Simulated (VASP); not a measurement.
# GeSe (Pnma) in VASP: relaxation of cell and atoms with PBE

Aim: the relaxation of cell and atoms of GeSe with PBE.

Everything below comes from runs of VASP 6.6.1. Logs are shortened: lines on timing, memory, paths and dates and some standing lists are left out, and cuts for length are marked.

### Step 1. The cell of the first run

It takes space group Pnma (No. 62, orthorhombic). The conventional cell has a = 10.833 Å, b = 3.835 Å, c = 4.395 Å, α = 90.00°, β = 90.00°, γ = 90.00°. Ge (site symmetry m) has 6 Se at 2.57 to 3.37 Å and 2 Ge at 3.39 Å within 3.4 Å. Se (site symmetry m) has 6 Ge at 2.57 to 3.37 Å within 3.4 Å.

### Step 2. Relaxation of cell and atoms, PBE

INCAR reads:

```
SYSTEM = GeSe
  PREC = Accurate
  ENCUT = 500
  EDIFF = 1E-7
  ISMEAR = 0
  SIGMA = 0.02
  LREAL = .FALSE.
  LASPH = .TRUE.
  NELM = 120
  ALGO = Normal
  ISIF = 3
  LWAVE = .FALSE.
  LCHARG = .FALSE.
  GGA = PE
  IBRION = 2
  NSW = 100
  EDIFFG = -0.005
  GGA_COMPAT = .FALSE.
  NELMIN = 4
  KPAR = 4
```

KPOINTS reads:

```
regular mesh
0
G
  4 8 6
  0 0 0
```

POSCAR reads:

```
GeSe
1.0
   10.8330000000      0.0000000000      0.0000000000
    0.0000000000      3.8355000000      0.0000000000
    0.0000000000      0.0000000000      4.3954000000
Ge Se
4 4
Direct
    0.3789900000      0.7500000000      0.6113000000
    0.1210100000      0.2500000000      0.1113000000
    0.8789900000      0.7500000000      0.8887000000
    0.6210100000      0.2500000000      0.3887000000
    0.1465000000      0.7500000000      0.4976000000
    0.3535000000      0.2500000000      0.9976000000
    0.6465000000      0.7500000000      0.0024000000
    0.8535000000      0.2500000000      0.5024000000
```

Potentials or basis: VASP PAW PBE potentials, release 64 (Ge_d, Se).

The run is started by

```
$ cat potpaw_PBE.64/Ge_d/POTCAR potpaw_PBE.64/Se/POTCAR > POTCAR
$ mpirun -np 4 vasp_std > vasp.out
```

OUTCAR:

```text
SYSTEM = GeSe
   PREC = Accurate
   ENCUT = 500
   EDIFF = 1E-7
   ISMEAR = 0
   LREAL = .FALSE.
   LASPH = .TRUE.
   NELM = 120
   ISIF = 3
   GGA = PE
   IBRION = 2
   NSW = 100
   EDIFFG = -0.005
   NELMIN = 4

 ion  position               nearest neighbor table
   1  0.379  0.750  0.611-   5 2.57   6 2.58   6 2.58
   2  0.121  0.250  0.111-   6 2.57   5 2.58   5 2.58
   3  0.879  0.750  0.889-   7 2.57   8 2.58   8 2.58
   4  0.621  0.250  0.389-   8 2.57   7 2.58   7 2.58
   5  0.147  0.750  0.498-   1 2.57   2 2.58   2 2.58
   6  0.353  0.250  0.998-   2 2.57   1 2.58   1 2.58
   7  0.647  0.750  0.002-   3 2.57   4 2.58   4 2.58
   8  0.853  0.250  0.502-   4 2.57   3 2.58   3 2.58

  LATTYP: Found a simple orthorhombic cell.
 ALAT       =     3.8355000000
 B/A-ratio  =     1.1459783601
 C/A-ratio  =     2.8244035980

  Lattice vectors:

 A1 = (   0.0000000000,   3.8355000000,   0.0000000000)
 A2 = (   0.0000000000,   0.0000000000,   4.3954000000)
 A3 = (  10.8330000000,   0.0000000000,   0.0000000000)

Analysis of symmetry for initial positions (statically):
=====================================================================
 Subroutine PRICEL returns:
 Original cell was already a primitive cell.

 Routine SETGRP: Setting up the symmetry group for a
 simple orthorhombic supercell.

 Subroutine GETGRP returns: Found  8 space group operations
 (whereof  2 operations were pure point group operations)
 out of a pool of  8 trial point group operations.

The static configuration has the point symmetry S_2 .
 The point group associated with its full space group is D_2h.

Analysis of symmetry for dynamics (positions and initial velocities):
=====================================================================
 Subroutine PRICEL returns:
 Original cell was already a primitive cell.

 Routine SETGRP: Setting up the symmetry group for a
 simple orthorhombic supercell.

 Subroutine GETGRP returns: Found  8 space group operations
 (whereof  2 operations were pure point group operations)
 out of a pool of  8 trial point group operations.

The dynamic configuration has the point symmetry S_2 .
 The point group associated with its full space group is D_2h.

 Subroutine INISYM returns: Found  8 space group operations
 (whereof  2 operations are pure point group operations),
 and found     1 'primitive' translations

----------------------------------------------------------------------------------------

                                     Primitive cell

  volume of cell :     182.6287

  direct lattice vectors                    reciprocal lattice vectors
    10.833000000  0.000000000  0.000000000     0.092310533  0.000000000  0.000000000
     0.000000000  3.835500000  0.000000000     0.000000000  0.260722200  0.000000000
     0.000000000  0.000000000  4.395400000     0.000000000  0.000000000  0.227510579

  length of vectors
    10.833000000  3.835500000  4.395400000     0.092310533  0.260722200  0.227510579

  position of ions in fractional coordinates (direct lattice)
     0.378990000  0.750000000  0.611300000
     0.121010000  0.250000000  0.111300000
     0.878990000  0.750000000  0.888700000
     0.621010000  0.250000000  0.388700000
     0.146500000  0.750000000  0.497600000
     0.353500000  0.250000000  0.997600000
     0.646500000  0.750000000  0.002400000
     0.853500000  0.250000000  0.502400000

  ion indices of the primitive-cell ions
   primitive index   ion index
                 1           1
                 2           2
                 3           3
                 4           4
                 5           5
                 6           6
                 7           7
                 8           8

----------------------------------------------------------------------------------------

 KPOINTS: regular mesh

Automatic generation of k-mesh.
 Grid dimensions read from file:
 generate k-points for:    4    8    6

 Generating k-lattice:

  Cartesian coordinates                     Fractional coordinates (reciprocal lattice)
     0.023077633  0.000000000  0.000000000     0.250000000  0.000000000  0.000000000
     0.000000000  0.032590275  0.000000000     0.000000000  0.125000000  0.000000000
     0.000000000  0.000000000  0.037918430     0.000000000  0.000000000  0.166666667

  Length of vectors
     0.023077633  0.032590275  0.037918430

  Shift w.r.t. Gamma in fractional coordinates (k-lattice)
     0.000000000  0.000000000  0.000000000

 Subroutine IBZKPT returns following result:
 ===========================================

 Found     60 irreducible k-points:

 Following reciprocal coordinates:
            Coordinates               Weight
  0.000000  0.000000  0.000000      1.000000
  0.250000  0.000000  0.000000      2.000000
  0.500000  0.000000  0.000000      1.000000
  0.000000  0.125000  0.000000      2.000000
  0.250000  0.125000  0.000000      4.000000
  0.500000  0.125000  0.000000      2.000000
[... 16 lines left out ...]
  0.250000  0.250000  0.166667      8.000000
  0.500000  0.250000  0.166667      4.000000
 [... further k-points ...]
   k-points           NKPTS =     60   k-points in BZ     NKDIM =     60   number of bands    NBANDS=     48
   number of dos      NEDOS =    301   number of ions     NIONS =      8
   total plane-waves  NPLWV =  71680
   dimension x,y,z NGX =    80 NGY =   28 NGZ =   32
   dimension x,y,z NGXF=   160 NGYF=   56 NGZF=   64
   ions per type =               4   4
   NGX,Y,Z   is equivalent  to a cutoff of  12.28, 12.14, 12.10 a.u.
   NGXF,Y,Z  is equivalent  to a cutoff of  24.55, 24.27, 24.21 a.u.
 SYSTEM =  GeSe
   PREC   = accura    normal or accurate (medium, high low for compatibility)
   ISTART =      0    job   : 0-new  1-cont  2-samecut
   ICHARG =      2    charge: 1-file 2-atom 10-const
   ISPIN  =      1    spin polarized calculation?
   LNONCOLLINEAR =      F non collinear calculations
   LSORBIT =      F    spin-orbit coupling
   LASPH  =      T    aspherical Exc in radial PAW
   ENCUT  =  500.0 eV  36.75 Ry    6.06 a.u.  19.75  6.99  8.01*2*pi/ulx,y,z
   NELM   =    120;   NELMIN=  4; NELMDL= -5     # of ELM steps
   EDIFF  = 0.1E-06   stopping-criterion for ELM
   LREAL  =      F    real-space projection
   EDIFFG = -.5E-02   stopping-criterion for IOM
   NSW    =    100    number of steps for IOM
   IBRION =      2    ionic relax: 0-MD 1-quasi-New 2-CG
   NFREE  =      1    steps in history (QN), initial steepest desc. (CG)
   ISIF   =      3    stress and relaxation
   ISYM   =      2    0-nonsym 1-usesym 2-fastsym
   POTIM  = 0.5000    time-step for ionic-motion
   TEBEG  =    0.0;   TEEND  =   0.0 temperature during run
   PSTRESS=    0.0 pullay stress
   NELECT =      80.0000    total number of electrons
   NUPDOWN=      -1.0000    fix difference up-down
   EMIN   =  10.00;   EMAX   =-10.00  energy-range for DOS
   EFERMI =   0.00;   METHOD = LEGACY
   ISMEAR =     0;   SIGMA  =   0.02  broadening in eV -4-tet -1-fermi 0-gaus
   EFERMI_NEDOS =   21; number of points for ismear=-14 and -15
   IALGO  =     38    algorithm
   IMIX   =      4    mixing-type and parameters
     AMIX     =   0.40;   BMIX     =  1.00
     AMIX_MAG =   1.60;   BMIX_MAG =  1.00
  volume/ion in A,a.u.               =      22.83       154.05
  Fermi-wavevector in a.u.,A,eV,Ry     =   1.243317  2.349528 21.032383  1.545837
  Thomas-Fermi vector in A             =   2.377633
   LORBIT       =      0    0 simple, 1 ext, 2 COOP (PROOUT), +10 PAW based schemes
   GGA     = PE    functional components
   LHFCALC =     F    Hartree Fock is set to
   AEXX    =    0.0000 exact exchange contribution
   IVDW    =     0    specifies the selected vdW correction
   LEPSILON=     F    determine dielectric tensor
   LRPA    =     F    only Hartree local field effects (RPA)
 conjugate gradient relaxation of ions
 non-spin polarized calculation
 Gauss-broadening in eV      SIGMA  =   0.02
  energy-cutoff  :      500.00
  volume of cell :      182.63
 maximum number of plane-waves:      4674
 NGX is ok and might be reduce to    80
   NGX = 39   NGY = 13   NGZ = 17

--------------------------------------- Ionic step        1  -------------------------------------------

 number of electron      80.0000054 magnetization

 Free energy of the ion-electron system (eV)
  ---------------------------------------------------
  ext. energy  EPLUGINS =         0.00000000
  ---------------------------------------------------
  free energy    TOTEN  =       -33.79410812 eV

  energy without entropy =      -33.79410812  energy(sigma->0) =      -33.79410812

------------------------ aborting loop because EDIFF is reached ----------------------------------------

  FORCE on cell =-STRESS in cart. coord.  units (eV):
  Direction    XX          YY          ZZ          XY          YZ          ZX
  --------------------------------------------------------------------------------------
  -------------------------------------------------------------------------------------
  Total        2.8626613      3.0987823      2.8371079      0.0000000      0.0000000      0.0000000
  in kB       25.1137408     27.1851989     24.8895645      0.0000000      0.0000000      0.0000000
  external PRESSURE =      25.7295014 kB  Pullay stress =       0.0000000 kB
[... 107 lines left out ...]
  FREE ENERGIE OF THE ION-ELECTRON SYSTEM (eV)
  ---------------------------------------------------
  free  energy   TOTEN  =       -33.8520555452 eV

  energy  without entropy=      -33.8520555452  energy(sigma->0) =      -33.85205555

[... ionic steps 4 to 25 ...]

--------------------------------------- Ionic step       26  -------------------------------------------

 number of electron      80.0000046 magnetization

------------------------ aborting loop because EDIFF is reached ----------------------------------------

  FORCE on cell =-STRESS in cart. coord.  units (eV):
  Direction    XX          YY          ZZ          XY          YZ          ZX
  --------------------------------------------------------------------------------------
  -------------------------------------------------------------------------------------
  Total        0.0325023      0.0071349      0.0105731      0.0000000      0.0000000      0.0000000
  in kB        0.2661286      0.0584202      0.0865725      0.0000000      0.0000000      0.0000000
  external PRESSURE =       0.1370404 kB  Pullay stress =       0.0000000 kB
[... 69 lines left out ...]
  energy  without entropy=      -33.8713581632  energy(sigma->0) =      -33.87135816

--------------------------------------- Ionic step       28  -------------------------------------------

 number of electron      80.0000048 magnetization

 Free energy of the ion-electron system (eV)
  ---------------------------------------------------
  ext. energy  EPLUGINS =         0.00000000
  ---------------------------------------------------
  free energy    TOTEN  =       -33.87137085 eV

  energy without entropy =      -33.87137085  energy(sigma->0) =      -33.87137085

 E-fermi :   3.8568     XC(G=0):  -9.6184

 val. band max:        3.7193113535   @ k =   0.0000   0.0000   0.3333
 cond. band min:       4.5618597059   @ k =   0.0000   0.0000   0.0000
 fundamental gap:      0.8425483524
 Fermi energy:         3.8567850314

 k-point     1 :       0.0000    0.0000    0.0000
  band No.  band energies     occupation
      1     -20.7846      2.00000
      2     -20.7834      2.00000
      3     -20.7822      2.00000
      4     -20.7815      2.00000
      5     -20.7808      2.00000
      6     -20.7806      2.00000
[... 1213 lines left out ...]
     47       7.2852      0.00000
     48       7.2852      0.00000

 [... further k-points ...]

------------------------ aborting loop because EDIFF is reached ----------------------------------------

  FORCE on cell =-STRESS in cart. coord.  units (eV):
  Direction    XX          YY          ZZ          XY          YZ          ZX
  --------------------------------------------------------------------------------------
  -------------------------------------------------------------------------------------
  Total       -0.0248049     -0.0015175     -0.0166838      0.0000000      0.0000000      0.0000000
  in kB       -0.2030964     -0.0124251     -0.1366027      0.0000000      0.0000000      0.0000000
  external PRESSURE =      -0.1173747 kB  Pullay stress =       0.0000000 kB
[... 23 lines left out ...]
  FREE ENERGIE OF THE ION-ELECTRON SYSTEM (eV)
  ---------------------------------------------------
  free  energy   TOTEN  =       -33.8713708467 eV

  energy  without entropy=      -33.8713708467  energy(sigma->0) =      -33.87137085

 reached required accuracy - stopping structural energy minimisation
```

Run time: 24 min. Hardware: 4 MPI ranks of Intel Xeon Platinum 8488C (Sapphire Rapids), shared host; peak memory 0.52 GiB.

Results:

* Free energy: -33.8714 eV
* Relaxed volume: 24.46 Å³/atom
* Relaxed cell: a = 11.163 Å, b = 3.884 Å, c = 4.513 Å, α = 90.00°, β = 90.00°, γ = 90.00°
* Space group after relaxing (to 0.1 Å): Pnma (No. 62)
* Energy gained by relaxing: 9.7 meV/atom
* Ionic steps: 28
* Pressure after relaxing: 0.0 GPa
* Largest force after relaxing: 0.004 eV/Å
* Band gap on the k mesh: 0.84 eV (least direct gap 0.95 eV)

Forces in eV/Å, atoms in the order of the input:
```
Ge   0.001  0.000  0.004
Ge  -0.001  0.000  0.004
Ge   0.001  0.000 -0.004
Ge  -0.001  0.000 -0.004
Se   0.002  0.000  0.000
Se  -0.002  0.000  0.000
Se   0.002  0.000  0.000
Se  -0.002  0.000  0.000
```

The path:
```
step  energy change (eV)  largest force (eV/Å)  pressure (GPa)  volume (Å³)
   1              0.0000                0.1643            2.57       182.63
   2             -0.0493                0.2430           -0.76       192.49
   3             -0.0579                0.1336            0.12       189.65
   4             -0.0622                0.1098            0.08       190.34
   5             -0.0693                0.0426            0.04       192.41
   6             -0.0697                0.0270            0.04       193.06
   7             -0.0731                0.0377           -0.01       193.94
   8             -0.0747                0.0497           -0.06       194.94
   9             -0.0763                0.0241            0.08       195.17
  10             -0.0763                0.0173            0.05       195.14
  11             -0.0765                0.0204           -0.05       195.61
  12             -0.0765                0.0197           -0.04       195.58
  13             -0.0766                0.0138           -0.02       195.67
  14             -0.0767                0.0119           -0.01       195.80
  15             -0.0768                0.0110            0.02       195.84
  16             -0.0768                0.0115            0.02       195.85
  17             -0.0769                0.0053           -0.03       196.05
  18             -0.0769                0.0059           -0.07       196.14
  19             -0.0769                0.0047           -0.03       196.08
  20             -0.0769                0.0052           -0.06       196.11
  21             -0.0769                0.0046           -0.06       196.10
  22             -0.0770                0.0065           -0.06       196.08
  23             -0.0771                0.0121           -0.06       196.03
  24             -0.0772                0.0097            0.02       195.71
  25             -0.0772                0.0096            0.02       195.72
  26             -0.0772                0.0067            0.01       195.67
  27             -0.0773                0.0072            0.01       195.64
  28             -0.0773                0.0044           -0.01       195.68
```

Final structure:
```
CELL_PARAMETERS angstrom
11.16291 0.00000 0.00000
0.00000 3.88398 0.00000
0.00000 0.00000 4.51327
ATOMIC_POSITIONS crystal
Ge 0.37387 0.75000 0.61778
Ge 0.12613 0.25000 0.11778
Ge 0.87387 0.75000 0.88222
Ge 0.62613 0.25000 0.38222
Se 0.14702 0.75000 0.49985
Se 0.35298 0.25000 0.99985
Se 0.64702 0.75000 0.00015
Se 0.85298 0.25000 0.50015
```

A k mesh can miss the band edges. Zero-point motion and thermal expansion aren't in these numbers.
